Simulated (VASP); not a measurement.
# SiC (P6_3mc) in VASP: further runs

Aim: see how the results for SiC move with the level of theory and the settings. Levels: BLYP, PBE exchange alone, RPBE+D3(BJ), r2SCAN+D3(BJ). Tasks: relaxation of cell and atoms, single point.

All numbers are computed with VASP 6.6.1; they aren't measurements. Logs are shortened: lines on timing, memory, paths and dates and some standing lists are left out, and cuts for length are marked.

## 1. The cell of the first run

Symmetry: P6_3mc, No. 186, hexagonal system. The conventional cell has a = 3.095 Å, b = 3.095 Å, c = 15.170 Å, α = 90.00°, β = 90.00°, γ = 120.00°. Within 2.5 Å of Si (site symmetry 3m) lie 4 C at 1.90 Å. Si (site symmetry 3m) has 4 C at 1.90 Å within 2.5 Å. Within 2.5 Å of Si (site symmetry 3m) lie 4 C at 1.90 Å. C (site symmetry 3m) has 4 Si at 1.90 Å within 2.5 Å. C (site symmetry 3m) has 4 Si at 1.90 Å within 2.5 Å. Within 2.5 Å of C (site symmetry 3m) lie 4 Si at 1.90 Å.

## 2. Relaxation of cell and atoms, BLYP

The input, INCAR:

```
AGGAC = 1.0 ; AGGAX = 1.0
ALDAC = 0.0 ; ALDAX = 1.0
ALGO = Normal ; EDIFF = 1E-7
EDIFFG = -0.01 ; ENCUT = 600
GGA = B5 ; IBRION = 2
ISIF = 3 ; ISMEAR = -1
LASPH = True ; LCHARG = False
LREAL = False ; LWAVE = False
NELM = 80 ; NSW = 60
PREC = Accurate ; SIGMA = 0.05
```

The input, KPOINTS:

```
k-points
0
Gamma
  10 10 2
```

The input, POSCAR:

```
SiC
1.0
    3.0950000000      0.0000000000      0.0000000000
   -1.5475000000      2.6803486247      0.0000000000
    0.0000000000      0.0000000000     15.1700000000
Si C
6 6
Direct
    0.6666666667      0.3333333333      0.4583000000
    0.3333333333      0.6666666667      0.9583000000
    0.6666666667      0.3333333333      0.7917000000
    0.3333333333      0.6666666667      0.2917000000
    0.0000000000      0.0000000000      0.6250000000
    0.0000000000      0.0000000000      0.1250000000
    0.6666666667      0.3333333333      0.3333000000
    0.3333333333      0.6666666667      0.8333000000
    0.6666666667      0.3333333333      0.6667000000
    0.3333333333      0.6666666667      0.1667000000
    0.0000000000      0.0000000000      0.5000000000
    0.0000000000      0.0000000000      0.0000000000
```

Potentials or basis: VASP PAW PBE potentials, release 64 (Si, C).

The run is started by

```sh
> cat potpaw_PBE.64/Si/POTCAR potpaw_PBE.64/C/POTCAR > POTCAR
> mpirun -np 1 vasp_std > vasp.out
```

OUTCAR:

```text
EDIFF = 1E-7
   EDIFFG = -0.01
   ENCUT = 600
   GGA = B5
   IBRION = 2
   ISIF = 3
   ISMEAR = -1
   LASPH = True
   LREAL = False
   NELM = 80
   NSW = 60
   PREC = Accurate

 ion  position               nearest neighbor table
   1  0.667  0.333  0.458-  11 1.90  11 1.90  11 1.90   7 1.90   4 3.10   4 3.10   4 3.10   5 3.10
                             5 3.10   5 3.10
   2  0.333  0.667  0.958-  12 1.90  12 1.90  12 1.90   8 1.90   3 3.10   3 3.10   3 3.10   6 3.10
                             6 3.10   6 3.10
   3  0.667  0.333  0.792-   8 1.90   8 1.90   8 1.90   9 1.90   2 3.10   2 3.10   2 3.10   5 3.10
                             5 3.10   5 3.10
   4  0.333  0.667  0.292-   7 1.90   7 1.90   7 1.90  10 1.90   1 3.10   1 3.10   1 3.10   6 3.10
                             6 3.10   6 3.10
   5  0.000  0.000  0.625-   9 1.90   9 1.90   9 1.90  11 1.90   3 3.10   1 3.10   3 3.10   1 3.10
                             1 3.10   3 3.10
   6  0.000  0.000  0.125-  10 1.90  10 1.90  10 1.90  12 1.90   4 3.10   2 3.10   2 3.10   4 3.10
                             4 3.10   2 3.10
   7  0.667  0.333  0.333-   4 1.90   4 1.90   4 1.90   1 1.90
   8  0.333  0.667  0.833-   3 1.90   3 1.90   3 1.90   2 1.90
   9  0.667  0.333  0.667-   5 1.90   5 1.90   5 1.90   3 1.90
  10  0.333  0.667  0.167-   6 1.90   6 1.90   6 1.90   4 1.90
  11  0.000  0.000  0.500-   1 1.90   1 1.90   1 1.90   5 1.90
  12  0.000  0.000  0.000-   2 1.90   2 1.90   2 1.90   6 1.90

  LATTYP: Found a hexagonal cell.
 ALAT       =     3.0950000000
 C/A-ratio  =     4.9014539580

  Lattice vectors:

 A1 = (   3.0950000000,   0.0000000000,   0.0000000000)
 A2 = (  -1.5475000000,   2.6803486247,   0.0000000000)
 A3 = (   0.0000000000,   0.0000000000,  15.1700000000)

Analysis of symmetry for initial positions (statically):
=====================================================================
 Subroutine PRICEL returns:
 Original cell was already a primitive cell.

 Routine SETGRP: Setting up the symmetry group for a
 hexagonal supercell.

 Subroutine GETGRP returns: Found 12 space group operations
 (whereof  6 operations were pure point group operations)
 out of a pool of 24 trial point group operations.

The static configuration has the point symmetry C_3v.
 The point group associated with its full space group is C_6v.

Analysis of symmetry for dynamics (positions and initial velocities):
=====================================================================
 Subroutine PRICEL returns:
 Original cell was already a primitive cell.

 Routine SETGRP: Setting up the symmetry group for a
 hexagonal supercell.

[... 136 lines left out ...]
   NELECT =      48.0000    total number of electrons
   NUPDOWN=      -1.0000    fix difference up-down
   EMIN   =  10.00;   EMAX   =-10.00  energy-range for DOS
   EFERMI =   0.00;   METHOD = LEGACY
   ISMEAR =    -1;   SIGMA  =   0.05  broadening in eV -4-tet -1-fermi 0-gaus
   EFERMI_NEDOS =   21; number of points for ismear=-14 and -15
   IALGO  =     38    algorithm
   IMIX   =      4    mixing-type and parameters
     AMIX     =   0.40;   BMIX     =  1.00
     AMIX_MAG =   1.60;   BMIX_MAG =  1.00
  volume/ion in A,a.u.               =      10.49        70.77
  Fermi-wavevector in a.u.,A,eV,Ry     =   1.187252  2.243580 19.178312  1.409566
  Thomas-Fermi vector in A             =   2.323407
   LORBIT       =      0    0 simple, 1 ext, 2 COOP (PROOUT), +10 PAW based schemes
   GGA     = B5    functional components
   LHFCALC =     F    Hartree Fock is set to
   AEXX    =    0.0000 exact exchange contribution
   IVDW    =     0    specifies the selected vdW correction
   LEPSILON=     F    determine dielectric tensor
   LRPA    =     F    only Hartree local field effects (RPA)
 conjugate gradient relaxation of ions
 non-spin polarized calculation
  energy-cutoff  :      600.00
  volume of cell :      125.85
 maximum number of plane-waves:      4226
 NGX is ok and might be reduce to    28
   NGX = 13   NGY = 13   NGZ = 61

--------------------------------------- Ionic step        1  -------------------------------------------

 number of electron      47.9999999 magnetization

 Free energy of the ion-electron system (eV)
  ---------------------------------------------------
  ext. energy  EPLUGINS =         0.00000000
  ---------------------------------------------------
  free energy    TOTEN  =       -81.94870933 eV

  energy without entropy =      -81.94870933  energy(sigma->0) =      -81.94870933

------------------------ aborting loop because EDIFF is reached ----------------------------------------

  FORCE on cell =-STRESS in cart. coord.  units (eV):
  Direction    XX          YY          ZZ          XY          YZ          ZX
  --------------------------------------------------------------------------------------
  -------------------------------------------------------------------------------------
  Total        3.8685180      3.8685180      4.5444455      0.0000000      0.0000000      0.0000000
  in kB       49.2512984     49.2512984     57.8567401      0.0000000      0.0000000      0.0000000
  external PRESSURE =      52.1197790 kB  Pullay stress =       0.0000000 kB
[... 263 lines left out ...]
--------------------------------------- Ionic step        7  -------------------------------------------

 number of electron      48.0000001 magnetization

 Free energy of the ion-electron system (eV)
  ---------------------------------------------------
  ext. energy  EPLUGINS =         0.00000000
  ---------------------------------------------------
  free energy    TOTEN  =       -82.00107854 eV

  energy without entropy =      -82.00107854  energy(sigma->0) =      -82.00107854

 E-fermi :   9.1917     XC(G=0): -10.4846

 val. band max:        8.1288218974   @ k =   0.0000   0.0000   0.0000
 cond. band min:      10.4680473265   @ k =   0.5000  -0.0000   0.0000
 fundamental gap:      2.3392254291
 Fermi energy:         9.1916665865

 k-point     1 :       0.0000    0.0000    0.0000
  band No.  band energies     occupation
      1      -6.8918      2.00000
      2      -6.3909      2.00000
      3      -6.3578      2.00000
      4      -4.9331      2.00000
      5      -4.9040      2.00000
      6      -3.5272      2.00000
[... 805 lines left out ...]
     30      13.4342      0.00000
     31      13.9549      0.00000

 [... further k-points ...]

------------------------ aborting loop because EDIFF is reached ----------------------------------------

  FORCE on cell =-STRESS in cart. coord.  units (eV):
  Direction    XX          YY          ZZ          XY          YZ          ZX
  --------------------------------------------------------------------------------------
  -------------------------------------------------------------------------------------
  Total       -0.0313847     -0.0313847     -0.0679373      0.0000000      0.0000000      0.0000000
  in kB       -0.3894980     -0.3894980     -0.8431323      0.0000000      0.0000000      0.0000000
  external PRESSURE =      -0.5407094 kB  Pullay stress =       0.0000000 kB
[... 27 lines left out ...]
  FREE ENERGIE OF THE ION-ELECTRON SYSTEM (eV)
  ---------------------------------------------------
  free  energy   TOTEN  =       -82.0010785366 eV

  energy  without entropy=      -82.0010785365  energy(sigma->0) =      -82.00107854

 reached required accuracy - stopping structural energy minimisation
```

Run time: 14 min. Hardware: 1 thread of Intel Xeon 8259CL, shared host; peak memory 0.36 GiB.

Results:

| Property | Result |
| --- | --- |
| Free energy | -82.0011 eV |
| Relaxed volume | 10.76 Å³/atom |
| Relaxed cell | a = 3.120 Å, b = 3.120 Å, c = 15.315 Å, α = 90.00°, β = 90.00°, γ = 120.00° |
| Space group after relaxing (to 0.1 Å) | P6_3mc (No. 186) |
| Energy gained by relaxing | 4.4 meV/atom |
| Ionic steps | 7 |
| Pressure after relaxing | -0.1 GPa |
| Largest force after relaxing | 0.010 eV/Å |
| Band gap on the k mesh | 2.34 eV (least direct gap 3.42 eV) |

Forces in eV/Å, atoms in the order of the input:
```
Si   0.000  0.000 -0.007
Si   0.000  0.000 -0.007
Si   0.000  0.000  0.003
Si   0.000  0.000  0.003
Si   0.000  0.000 -0.002
Si   0.000  0.000 -0.002
C    0.000  0.000  0.001
C    0.000  0.000  0.001
C    0.000  0.000 -0.004
C    0.000  0.000 -0.004
C    0.000  0.000  0.010
C    0.000  0.000  0.010
```

The path:
| step | energy change (eV) | largest force (eV/Å) | pressure (GPa) | volume (Å³) |
| --- | --- | --- | --- | --- |
| 1 | 0.0000 | 0.1420 | 5.21 | 125.85 |
| 2 | -0.0079 | 0.1015 | -4.43 | 132.16 |
| 3 | -0.0522 | 0.0366 | -0.02 | 129.08 |
| 4 | -0.0522 | 0.0352 | 0.08 | 129.01 |
| 5 | -0.0524 | 0.0166 | 0.07 | 129.02 |
| 6 | -0.0524 | 0.0169 | 0.07 | 129.02 |
| 7 | -0.0524 | 0.0096 | -0.05 | 129.10 |

Final structure:
```
Si C
1.0
     3.11989    0.00000    0.00000
    -1.55994    2.70190    0.00000
     0.00000    0.00000   15.31492
Si C
6 6
Cartesian
  1.5599 0.9006 7.0184
  0.0000 1.8013 14.6759
  1.5599 0.9006 12.1264
  0.0000 1.8013 4.4690
  0.0000 0.0000 9.5731
  3.1199 0.0000 1.9156
  1.5599 0.9006 5.1045
  0.0000 1.8013 12.7620
  1.5599 0.9006 10.2131
  0.0000 1.8013 2.5557
  -1.5599 2.7019 7.6523
  3.1199 0.0000 15.3097
```

Caveat: the PAW data sets were made with another functional, which shifts forces and pressure a little.

## 3. Single point, PBE exchange alone

This run uses another cell than the first one, of 10.91 Å³/atom.

The input, INCAR:

```
SYSTEM = SiC
PREC     = Accurate       ! precision mode
ENCUT    = 520            ! plane-wave cutoff, eV
EDIFF    = 1E-7           ! SCF threshold, eV
ISMEAR   = -1             ! smearing method
SIGMA    = 0.05           ! smearing width, eV
LREAL    = .False.        ! projectors in reciprocal space
LASPH    = .True.         ! aspherical terms in the spheres
NELM     = 100            ! most SCF steps
ALGO     = Normal         ! electronic algorithm
ISIF     = 2              ! what is computed and relaxed
LWAVE    = .False.        ! write WAVECAR
LCHARG   = .False.        ! write CHGCAR
GGA      = PE             ! functional
ALDAC    = 0.0          
AGGAC    = 0.0          
NBANDS   = 36             ! bands
```

The input, KPOINTS:

```
Automatic mesh
0
Gamma
  10 10 2
  0 0 0
```

Edit POSCAR of step 2 so:

```diff
@@ -2,5 +2,5 @@
 1.0
-    3.0950000000      0.0000000000      0.0000000000
-   -1.5475000000      2.6803486247      0.0000000000
-    0.0000000000      0.0000000000     15.1700000000
+    3.1357283548      0.0000000000      0.0000000000
+   -1.5678641774      2.7156204146      0.0000000000
+    0.0000000000      0.0000000000     15.3696281560
 Si C
```

Potentials or basis: VASP PAW PBE potentials, release 64 (Si, C).

The run is started by

```sh
> cat potpaw_PBE.64/Si/POTCAR potpaw_PBE.64/C/POTCAR > POTCAR
> mpirun -np 1 vasp_std > vasp.out
```

Wall time 4 min (1 thread of Intel Xeon 8259CL, shared host); peak memory 0.26 GiB.

Results (log left out):

```yaml
Free_energy: -70.3001 eV
Pressure: 8.4 GPa
Largest_force: 0.134 eV/Å
Band_gap_on_the_k_mesh: 2.34 eV (least direct gap 3.41 eV)
```

Forces on the atoms (eV/Å):
```
Si   0.000  0.000  0.032
Si   0.000  0.000  0.032
Si   0.000  0.000  0.018
Si   0.000  0.000  0.018
Si   0.000  0.000  0.047
Si   0.000  0.000  0.047
C    0.000  0.000 -0.010
C    0.000  0.000 -0.010
C    0.000  0.000  0.048
C    0.000  0.000  0.048
C    0.000  0.000 -0.134
C    0.000  0.000 -0.134
```

Stress tensor (GPa, compression positive):
```
8.08 0.00 0.00
0.00 8.08 0.00
0.00 0.00 8.96
```

Levels at points of the mesh, in eV from the valence-band top:
```
           k point  band 22  band 23  band 24  band 25  band 26  band 27
(0.00, 0.00, 0.00)    -0.04     0.00     0.00     4.87     5.05     5.43
(0.50, 0.00, 0.00)    -1.71    -1.58    -1.07     2.34     2.49     3.39
(0.00, 0.00, 0.50)    -0.09    -0.09    -0.09     4.94     4.94     5.66
(0.50, 0.00, 0.50)    -1.66    -1.27    -1.27     2.36     2.36     3.61
```

Caveat: the cell stands under pressure.

## 4. Single point, RPBE+D3(BJ)

This run uses another cell than the first one, of 11.12 Å³/atom.

The input, INCAR:

```
  PREC = Accurate
  ENCUT = 520
  EDIFF = 1E-6
  ISMEAR = -1
  SIGMA = 0.05
  LREAL = F
  LASPH = T
  NELM = 80
  ALGO = Normal
  ISIF = 2
  LWAVE = F
  LCHARG = T
  GGA = RP
  IVDW = 12
  LELF = T
  LVHAR = T
  NBANDS = 36
```

The input, KPOINTS:

```
Automatic mesh
0
Gamma
  10 10 2
```

Edit POSCAR of step 3 so:

```diff
@@ -2,5 +2,5 @@
 1.0
-    3.1357283548      0.0000000000      0.0000000000
-   -1.5678641774      2.7156204146      0.0000000000
-    0.0000000000      0.0000000000     15.3696281560
+    3.1557016854      0.0000000000      0.0000000000
+   -1.5778508427      2.7329178263      0.0000000000
+    0.0000000000      0.0000000000     15.4675265161
 Si C
```

The run is started by

```sh
> cat potpaw_PBE.64/Si/POTCAR potpaw_PBE.64/C/POTCAR > POTCAR
> mpirun -np 1 vasp_std > vasp.out
```

It took 3.7 min on 1 thread of Intel Xeon 8259CL, shared host; peak memory 0.26 GiB.

The run converged. Its results:

```yaml
Free_energy: -98.2176 eV
Pressure: -27.4 GPa
Largest_force: 0.132 eV/Å
Band_gap_on_the_k_mesh: 2.05 eV (least direct gap 3.12 eV)
Dispersion_energy_per_atom: -1.035 eV
```

Forces in eV/Å, atoms in the order of the input:
```
Si   0.000  0.000  0.057
Si   0.000  0.000  0.057
Si   0.000  0.000  0.021
Si   0.000  0.000  0.021
Si   0.000  0.000  0.042
Si   0.000  0.000  0.042
C    0.000  0.000 -0.013
C    0.000  0.000 -0.013
C    0.000  0.000  0.024
C    0.000  0.000  0.024
C    0.000  0.000 -0.132
C    0.000  0.000 -0.132
```

Stress tensor (GPa, compression positive):
```
-27.57   0.00   0.00
  0.00 -27.57   0.00
  0.00   0.00 -26.97
```

Levels at points of the mesh, in eV from the valence-band top:
```
           k point  band 21  band 22  band 23  band 24  band 25  band 26  band 27  band 28
(0.00, 0.00, 0.00)    -0.29    -0.04     0.00     0.00     4.59     4.76     5.14     5.50
(0.50, 0.00, 0.00)    -1.74    -1.71    -1.60    -1.07     2.05     2.21     3.12     3.77
(0.00, 0.00, 0.50)    -0.09    -0.09    -0.09    -0.09     4.66     4.66     5.37     5.37
(0.50, 0.00, 0.50)    -1.66    -1.66    -1.26    -1.26     2.07     2.07     3.35     3.35
```

Caveat: the cell stands under tension; the dispersion term is far too large for a dense solid, which distorts pressure and volume; the PAW data sets were made with another functional, which shifts forces and pressure a little. RPBE gaps usually lie below the measured ones, often by a third to a half.

## 5. Single point, PBE exchange alone

This run uses another cell than the first one, of 11.12 Å³/atom.

The input, INCAR:

```
PREC     = Accurate       # precision mode
ENCUT    = 520            # plane-wave cutoff, eV
EDIFF    = 1E-6           # SCF threshold, eV
ISMEAR   = -1             # smearing method
SIGMA    = 0.05           # smearing width, eV
LREAL    = False          # projectors in reciprocal space
LASPH    = True           # aspherical terms in the spheres
NELM     = 100            # most SCF steps
ALGO     = Normal         # electronic algorithm
ISIF     = 2              # what is computed and relaxed
LWAVE    = False          # write WAVECAR
LCHARG   = True           # write CHGCAR
GGA      = PE             # functional
ALDAC    = 0.0          
AGGAC    = 0.0          
LELF     = True           # ELF
LVHAR    = True         
NBANDS   = 36             # bands
```

KPOINTS is that of step 4.

POSCAR is that of step 4.

The run is started by

```sh
> cat potpaw_PBE.64/Si/POTCAR potpaw_PBE.64/C/POTCAR > POTCAR
> mpirun -np 1 vasp_std > vasp.out
```

Wall time 3.8 min (1 thread of Intel Xeon 8259CL, shared host); peak memory 0.26 GiB.

It converged, with:

| Quantity | Value |
| --- | --- |
| Free energy | -70.4030 eV |
| Pressure | 4.7 GPa |
| Largest force | 0.132 eV/Å |
| Band gap on the k mesh | 2.34 eV (least direct gap 3.40 eV) |

Forces in eV/Å, atoms in the order of the input:
```
Si   0.000  0.000  0.030
Si   0.000  0.000  0.030
Si   0.000  0.000  0.016
Si   0.000  0.000  0.016
Si   0.000  0.000  0.048
Si   0.000  0.000  0.048
C    0.000  0.000 -0.010
C    0.000  0.000 -0.010
C    0.000  0.000  0.047
C    0.000  0.000  0.047
C    0.000  0.000 -0.132
C    0.000  0.000 -0.132
```

Stress tensor (GPa, compression positive):
```
4.41 0.00 0.00
0.00 4.41 0.00
0.00 0.00 5.27
```

Levels at points of the mesh, in eV from the valence-band top:
```tsv
k point	band 22	band 23	band 24	band 25	band 26	band 27
(0.00, 0.00, 0.00)	-0.04	0.00	0.00	4.71	4.89	5.25
(0.50, 0.00, 0.00)	-1.69	-1.56	-1.07	2.34	2.48	3.36
(0.00, 0.00, 0.50)	-0.09	-0.09	-0.09	4.78	4.78	5.49
(0.50, 0.00, 0.50)	-1.64	-1.26	-1.26	2.36	2.36	3.58
```

Caveat: the cell stands under pressure. A k mesh can miss the band edges.

(Continued in part 2 of 2.)
